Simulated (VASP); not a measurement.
# As (R-3m) in VASP: notebook, part 3 of 3

VASP 6.6.1. The steps go on from the part before.

## 6. Electric field gradients, LDA (volume scaled by 1.02)

Input file INCAR:

```
SYSTEM = As
PREC     = Accurate       ! precision mode
ENCUT    = 520            ! plane-wave cutoff, eV
EDIFF    = 1E-8           ! SCF threshold, eV
ISMEAR   = -1             ! smearing method
SIGMA    = 0.05           ! smearing width, eV
LREAL    = .FALSE.        ! projectors in reciprocal space
LASPH    = .TRUE.         ! aspherical terms in the spheres
NELM     = 100            ! most SCF steps
ALGO     = Normal         ! electronic algorithm
ISIF     = 2              ! what is computed and relaxed
LWAVE    = .FALSE.        ! write WAVECAR
LCHARG   = .FALSE.        ! write CHGCAR
LEFG     = .TRUE.       
NBANDS   = 12             ! bands
```

Input file KPOINTS:

```
regular mesh
0
G
  13 13 13
  0 0 0
```

Input file POSCAR:

```
As
1.0
    1.8921984922      1.0924613088      3.5088552423
   -1.8921984922      1.0924613088      3.5088552423
    0.0000000000     -2.1849226177      3.5088552423
As
2
Direct
    0.2275400000      0.2275400000      0.2275400000
    0.7724600000      0.7724600000      0.7724600000
```

Potentials or basis: VASP PAW LDA potentials, release 64 (As).

On the command line:

```
$ cat potpaw_LDA.64/As/POTCAR > POTCAR
$ mpirun -np 1 vasp_std > vasp.out
```

OUTCAR:

```text
SYSTEM = As
   PREC = Accurate
   ENCUT = 520
   EDIFF = 1E-8
   ISMEAR = -1
   LREAL = .FALSE.
   LASPH = .TRUE.
   NELM = 100
   ISIF = 2

 ion  position               nearest neighbor table
   1  0.228  0.228  0.228-   2 2.53   2 2.53   2 2.53
   2  0.772  0.772  0.772-   1 2.53   1 2.53   1 2.53

  LATTYP: Found a trigonal (rhomboedric) cell.
 ALAT       =     4.1335156896
 COS(alpha) =     0.5808936906

  Lattice vectors:

 A1 = (   1.8921984922,   1.0924613088,   3.5088552423)
 A2 = (  -1.8921984922,   1.0924613088,   3.5088552423)
 A3 = (   0.0000000000,  -2.1849226177,   3.5088552423)

Analysis of symmetry for initial positions (statically):
=====================================================================
 Subroutine PRICEL returns:
 Original cell was already a primitive cell.

 Routine SETGRP: Setting up the symmetry group for a
 trigonal (rhombohedral) supercell.

 Subroutine GETGRP returns: Found 12 space group operations
 (whereof 12 operations were pure point group operations)
 out of a pool of 12 trial point group operations.

The static configuration has the point symmetry D_3d.

Analysis of symmetry for dynamics (positions and initial velocities):
=====================================================================
 Subroutine PRICEL returns:
 Original cell was already a primitive cell.

 Routine SETGRP: Setting up the symmetry group for a
 trigonal (rhombohedral) supercell.

 Subroutine GETGRP returns: Found 12 space group operations
 (whereof 12 operations were pure point group operations)
 out of a pool of 12 trial point group operations.

The dynamic configuration has the point symmetry D_3d.

 Subroutine INISYM returns: Found 12 space group operations
[... 498 lines left out ...]
 k-point    24 :       0.4615    0.1538   -0.0000
  band No.  band energies     occupation
      1      -7.3580      2.00000
      2      -4.8633      2.00000
      3       1.2232      2.00000
      4       1.9352      2.00000
      5       3.4977      2.00000
      6       6.9247      0.00000
      7       7.1191      0.00000
      8       8.1960      0.00000
      9      11.9188      0.00000
     10      14.9554      0.00000
     11      15.4258      0.00000
     12      17.2072      0.00000

 [... further k-points ...]
[... 5 lines left out ...]
  --------------------------------------------------------------------------------------
  -------------------------------------------------------------------------------------
  Total       -0.6513169     -0.6513169     -0.8030695      0.0000000      0.0000000      0.0000000
  in kB      -23.9780266    -23.9780266    -29.5647531      0.0000000      0.0000000      0.0000000
  external PRESSURE =     -25.8402687 kB  Pullay stress =       0.0000000 kB

 VOLUME and BASIS-vectors are now :
 -----------------------------------------------------------------------------
  energy-cutoff  :      520.00
  volume of cell :       43.52
      direct lattice vectors                 reciprocal lattice vectors
     1.892198492  1.092461309  3.508855242     0.264242891  0.152560704  0.094997744
    -1.892198492  1.092461309  3.508855242    -0.264242891  0.152560704  0.094997744
     0.000000000 -2.184922618  3.508855242     0.000000000 -0.305121409  0.094997744

 POSITION                                       TOTAL-FORCE (eV/Angst)
 -----------------------------------------------------------------------------------
      0.00000     -0.00000      2.39521         0.000000     -0.000000      0.010040
      0.00000     -0.00000      8.13135         0.000000      0.000000     -0.010040
 -----------------------------------------------------------------------------------
    total drift:                               -0.000000      0.000000     -0.000000

  FREE ENERGIE OF THE ION-ELECTRON SYSTEM (eV)
  ---------------------------------------------------
  free  energy   TOTEN  =       -10.7578821481 eV

  energy  without entropy=      -10.7569117123  energy(sigma->0) =      -10.75739693

 Electric field gradients (V/A^2)
---------------------------------------------------------------------
 ion       V_xx      V_yy      V_zz      V_xy      V_xz      V_yz
---------------------------------------------------------------------
   1      22.806    22.806   -45.612    -0.000     0.000     0.000
   2      22.806    22.806   -45.612    -0.000     0.000     0.000
---------------------------------------------------------------------

 Electric field gradients after diagonalization (V/A^2)
 (convention: |V_zz| > |V_xx| > |V_yy|)
----------------------------------------------------------------------
 ion       V_xx      V_yy      V_zz     asymmetry (V_yy - V_xx)/ V_zz
----------------------------------------------------------------------
   1      22.806    22.806   -45.612       0.000
   2      22.806    22.806   -45.612       0.000
----------------------------------------------------------------------

           NMR quadrupolar parameters

 Cq : quadrupolar parameter    Cq=e*Q*V_zz/h
 eta: asymmetry parameters     (V_yy - V_xx)/ V_zz
 Q  : nuclear electric quadrupole moment in mb (millibarn)
----------------------------------------------------------------------
 ion       Cq(MHz)       eta       Q (mb)
----------------------------------------------------------------------
   1      -0.110       0.000       1.000
   2      -0.110       0.000       1.000
----------------------------------------------------------------------
```

OSZICAR:

```text
N       E                     dE             d eps       ncg     rms          rms(c)
DAV:   1     0.281949684280E+02    0.28195E+02   -0.42252E+03  5544   0.694E+02
DAV:   2    -0.907807100765E+01   -0.37273E+02   -0.35572E+02  7552   0.111E+02
DAV:   3    -0.107935981026E+02   -0.17155E+01   -0.17092E+01  6992   0.245E+01
DAV:   4    -0.108027651418E+02   -0.91670E-02   -0.91664E-02  6236   0.204E+00
DAV:   5    -0.108027899746E+02   -0.24833E-04   -0.24833E-04  7008   0.116E-01    0.346E+00
DAV:   6    -0.107731708273E+02    0.29619E-01   -0.81455E-03  6220   0.468E-01    0.204E+00
DAV:   7    -0.107579000794E+02    0.15271E-01   -0.15839E-02  6236   0.669E-01    0.709E-02
DAV:   8    -0.107578774027E+02    0.22677E-04   -0.45412E-04  6512   0.133E-01    0.229E-02
DAV:   9    -0.107578823347E+02   -0.49320E-05   -0.29108E-05  6732   0.301E-02    0.915E-03
DAV:  10    -0.107578820451E+02    0.28955E-06   -0.18022E-06  6564   0.720E-03    0.273E-03
DAV:  11    -0.107578821529E+02   -0.10780E-06   -0.17650E-07  6580   0.257E-03    0.572E-04
DAV:  12    -0.107578821481E+02    0.48506E-08   -0.21252E-08  6224   0.686E-04
   1 F= -.10757882E+02 E0= -.10757397E+02  d E =-.970436E-03
```

stdout:

```text
POSCAR found type information on POSCAR As
 POSCAR found :  1 types and       2 ions
 scaLAPACK will be used
 LDA part: xc-table for (Slater(with rela. corr.)+CA(PZ))
 , standard interpolation
 POSCAR, INCAR and KPOINTS ok, starting setup
 FFT: planning ... GRIDC
 FFT: planning ... GRID_SOFT
 FFT: planning ... GRID
 WAVECAR not read
 entering main loop
ion   1

ion   2
```

It took 32 s on 1 thread of Intel Xeon 6975P-C (Granite Rapids), shared host; peak memory 0.22 GiB.

What came out:

```yaml
Free_energy: -10.7579 eV
Pressure: -2.6 GPa
Largest_force: 0.010 eV/Å
Band_gap_on_the_k_mesh: zero (band 5 reaches 5.47 eV, above the bottom of band 6 at 5.13 eV)
```

Forces in eV/Å, atoms in the order of the input:
```
As   0.000  0.000  0.010
As   0.000  0.000 -0.010
```

Stress tensor (GPa, compression positive):
```
-2.40  0.00  0.00
 0.00 -2.40  0.00
 0.00  0.00 -2.96
```

Electric field gradients, principal values (V/Å²):
| atom | least | middle | greatest (by size) |
| --- | --- | --- | --- |
| 1 As | 22.806 | 22.806 | -45.612 |
| 2 As | 22.806 | 22.806 | -45.612 |

Caveat: without QUAD_EFG the Cq values of the log hold for a quadrupole moment of 1 mb, not for the nuclei.

## 7. Overview

```tsv
cell	gap on the mesh (eV)	pressure (GPa)	largest force (eV/Å)
a = 4.093 Å, angles 54.5°, 2 atoms	none	-0.3	0.21
a = 4.120 Å, angles 54.5°, 2 atoms	none	-1.9	0.07
a = 4.136 Å, angles 54.1°, 2 atoms	none	-1.7	0.04
a = 4.134 Å, angles 54.5°, 2 atoms	none	-2.6	0.01
```

Alike in all rows: task electric field gradients; level LDA; potentials or basis VASP PAW LDA potentials, release 64 (As); no spin polarisation; k mesh 13 × 13 × 13; cutoff (eV) 520; smearing fermi-dirac 0.05 eV.

Absolute energies hang on the potentials; compare differences alone.
